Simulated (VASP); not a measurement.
Zr, 1 atom in the cell. The structure is cubic, space group Fm-3m (No. 225). Conventional cell: a = 4.527 Å, b = 4.527 Å, c = 4.527 Å, α = 90.00°, β = 90.00°, γ = 90.00°. Within 4.2 Å of Zr (site symmetry m-3m) lie 12 Zr at 3.20 Å. 

| Item | Value |
| --- | --- |
| Program | VASP 6.6.1 |
| Task | single point |
| Functional | PBE |
| Potentials or basis | VASP PAW PBE potentials, release 64 (Zr_sv) |
| Cutoff | 520 eV |
| k mesh | 16 × 16 × 16 |
| Occupations | gaussian, width 0.1 eV |
| Spin | no spin polarisation |
| Dipole correction | no |
| Further INCAR settings | ALGO = Normal; EDIFF = 1e-07; NBANDS = 12 |

Potentials or basis: VASP PAW PBE potentials, release 64 (Zr_sv).

Command:

```bash
$ cat potpaw_PBE.64/Zr_sv/POTCAR > POTCAR
$ mpirun -np 1 vasp_std > vasp.out
```

Hardware: 1 thread of Intel(R) Xeon(R) Platinum 8124M CPU @ 3.00GHz (Skylake/Cascade Lake) (shared host).

Question: Estimate the wall time of this run.

Answer: Run time: 20 s on 1 thread of Intel(R) Xeon(R) Platinum 8124M CPU @ 3.00GHz (Skylake/Cascade Lake) (shared host), peak memory 0.16 GiB. Counts: scf iterations 13, k points 145.
